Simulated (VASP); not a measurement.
# Zn (Im-3m) in VASP: a series of runs, part 2 of 2

VASP 6.6.1.

## Step 5: Single point, PBE

This run uses another cell than the first one, of 15.05 Å³/atom.

Input file INCAR:

```
SYSTEM = Zn
  ALGO = Normal
  EDIFF = 1E-7
  ENCUT = 520
  GGA = PE
  ISIF = 2
  ISMEAR = -1
  LASPH = .True.
  LCHARG = .False.
  LREAL = .False.
  LWAVE = .False.
  NBANDS = 12
  NELM = 60
  PREC = Accurate
  SIGMA = 0.06122561905347299
```

Input file KPOINTS:

```
k-points
0
Gamma
  25 25 25
  0 0 0
```

Input file POSCAR:

```
Zn
1.0
   -1.5551790959      1.5551790959      1.5551790959
    1.5551790959     -1.5551790959      1.5551790959
    1.5551790959      1.5551790959     -1.5551790959
Zn
1
Direct
    0.0000000000      0.0000000000      0.0000000000
```

Potentials or basis: VASP PAW PBE potentials, release 64 (Zn).

Run with:

```bash
$ cat potpaw_PBE.64/Zn/POTCAR > POTCAR
$ mpirun -np 1 vasp_std > vasp.out
```

OUTCAR:

```text
SYSTEM = Zn
   EDIFF = 1E-7
   ENCUT = 520
   GGA = PE
   ISIF = 2
   ISMEAR = -1
   LASPH = .True.
   LREAL = .False.
   NELM = 60
   PREC = Accurate

 ion  position               nearest neighbor table
   1  0.000  0.000  0.000-

  LATTYP: Found a body centered cubic cell.
 ALAT       =     3.1103581918

  Lattice vectors:

 A1 = (  -1.5551790959,   1.5551790959,   1.5551790959)
 A2 = (   1.5551790959,  -1.5551790959,   1.5551790959)
 A3 = (   1.5551790959,   1.5551790959,  -1.5551790959)

Analysis of symmetry for initial positions (statically):
=====================================================================
 Subroutine PRICEL returns:
 Original cell was already a primitive cell.

 Routine SETGRP: Setting up the symmetry group for a
 body centered cubic supercell.

 Subroutine GETGRP returns: Found 48 space group operations
 (whereof 48 operations were pure point group operations)
 out of a pool of 48 trial point group operations.

The static configuration has the point symmetry O_h .

Analysis of symmetry for dynamics (positions and initial velocities):
[... 158 lines left out ...]
 val. band max:        3.3171538680   @ k =  -0.4400  -0.4800   0.2400
 cond. band min:       3.3431300472   @ k =  -0.4400   0.4800   0.0800
 fundamental gap:      0.0259761792
 Fermi energy:         3.3333753498

 k-point     1 :       0.0000    0.0000    0.0000
  band No.  band energies     occupation
      1      -7.2718      2.00000
      2      -4.5485      2.00000
      3      -4.5484      2.00000
      4      -4.5484      2.00000
      5      -4.0279      2.00000
      6      -4.0279      2.00000
      7      22.6875      0.00000
      8      22.6875      0.00000
      9      22.6876      0.00000
     10      24.2267      0.00000
     11      24.2267      0.00000
     12      24.2267      0.00000
[... 331 lines left out ...]
 k-point    24 :       0.4400    0.0400    0.0000
  band No.  band energies     occupation
      1      -5.2103      2.00000
      2      -4.8549      2.00000
      3      -4.0589      2.00000
      4      -4.0021      2.00000
      5      -3.7121      2.00000
      6      -0.0509      2.00000
      7       3.0981      1.95805
      8      14.4398      0.00000
      9      15.7987      0.00000
     10      19.2872      0.00000
     11      20.7504      0.00000
     12      30.1336      0.00000

 [... further k-points ...]
[... 5 lines left out ...]
  --------------------------------------------------------------------------------------
  -------------------------------------------------------------------------------------
  Total        0.1759785      0.1759785      0.1759785     -0.0000000     -0.0000000      0.0000000
  in kB       18.7399740     18.7399740     18.7399740     -0.0000000     -0.0000000      0.0000000
  external PRESSURE =      18.7399740 kB  Pullay stress =       0.0000000 kB

 VOLUME and BASIS-vectors are now :
 -----------------------------------------------------------------------------
  energy-cutoff  :      520.00
  volume of cell :       15.05
      direct lattice vectors                 reciprocal lattice vectors
    -1.555179096  1.555179096  1.555179096     0.000000000  0.321506379  0.321506379
     1.555179096 -1.555179096  1.555179096     0.321506379  0.000000000  0.321506379
     1.555179096  1.555179096 -1.555179096     0.321506379  0.321506379  0.000000000

 POSITION                                       TOTAL-FORCE (eV/Angst)
 -----------------------------------------------------------------------------------
      0.00000      0.00000      0.00000        -0.000000     -0.000000      0.000000
 -----------------------------------------------------------------------------------
    total drift:                                0.000000     -0.000000      0.000000

  FREE ENERGIE OF THE ION-ELECTRON SYSTEM (eV)
  ---------------------------------------------------
  free  energy   TOTEN  =        -1.0235377886 eV

  energy  without entropy=       -1.0194706985  energy(sigma->0) =       -1.02150424
```

OSZICAR:

```text
N       E                     dE             d eps       ncg     rms          rms(c)
DAV:   1     0.423730635179E+02    0.42373E+02   -0.65118E+03 11272   0.159E+03
DAV:   2     0.114259964562E+00   -0.42259E+02   -0.39750E+02 11376   0.215E+02
DAV:   3    -0.112021780743E+01   -0.12345E+01   -0.12325E+01 12524   0.365E+01
DAV:   4    -0.112295649519E+01   -0.27387E-02   -0.27386E-02 11984   0.168E+00
DAV:   5    -0.112295849291E+01   -0.19977E-05   -0.19976E-05 12436   0.440E-02    0.290E+00
DAV:   6    -0.103095681846E+01    0.92002E-01   -0.48031E-01 12284   0.140E+01    0.220E+00
DAV:   7    -0.102582718170E+01    0.51296E-02   -0.88049E-03 11544   0.183E+00    0.111E+00
DAV:   8    -0.102353082520E+01    0.22964E-02   -0.11578E-03 13592   0.493E-01    0.375E-02
DAV:   9    -0.102353796904E+01   -0.71438E-05   -0.80813E-05 14916   0.123E-01    0.215E-02
DAV:  10    -0.102353799007E+01   -0.21028E-07   -0.52072E-06 11576   0.365E-02    0.134E-03
DAV:  11    -0.102353788570E+01    0.10436E-06   -0.64673E-08  8616   0.454E-03    0.524E-04
DAV:  12    -0.102353778862E+01    0.97083E-07   -0.12375E-08  5920   0.116E-03
   1 F= -.10235378E+01 E0= -.10215042E+01  d E =-.406709E-02
```

stdout:

```text
POSCAR found type information on POSCAR Zn
 POSCAR found :  1 types and       1 ions
 scaLAPACK will be used
 LDA part: xc-table for (Slater+PW92), standard interpolation
 POSCAR, INCAR and KPOINTS ok, starting setup
 FFT: planning ... GRIDC
 FFT: planning ... GRID_SOFT
 FFT: planning ... GRID
 WAVECAR not read
 entering main loop
```

Wall time 78 s (1 thread of Intel Xeon 8259CL, shared host); peak memory 0.19 GiB.

Results:

| Item | Value |
| --- | --- |
| Free energy | -1.0235 eV |
| Pressure | 1.9 GPa |
| Band gap on the k mesh | zero (bands 6 and 7 overlap by 4.85 eV) |

Levels at points of the mesh, in eV from the Fermi level:
```tsv
k point	band 3	band 4	band 5	band 6	band 7	band 8	band 9	band 10
(0.00, 0.00, 0.00)	-7.88	-7.88	-7.36	-7.36	19.35	19.35	19.35	20.89
```

## Step 6: The runs side by side

```tsv
cell	k mesh	gap on the mesh (eV)	pressure (GPa)
a = 2.656 Å, angles 109.5°, 1 atom	49 × 49 × 49	none	5.2
a = 2.675 Å, angles 109.5°, 1 atom	49 × 49 × 49	none	3.4
a = 2.675 Å, angles 109.5°, 1 atom	25 × 25 × 25	none	3.5
a = 2.694 Å, angles 109.5°, 1 atom	25 × 25 × 25	none	1.9
```

Alike in all rows: task single point; level PBE; potentials or basis VASP PAW PBE potentials, release 64 (Zn); no spin polarisation; cutoff (eV) 520; smearing fermi-dirac 0.0612256 eV.

Caveats: the cell stands under pressure (at least some runs).

Absolute energies hang on the potentials; compare differences alone.
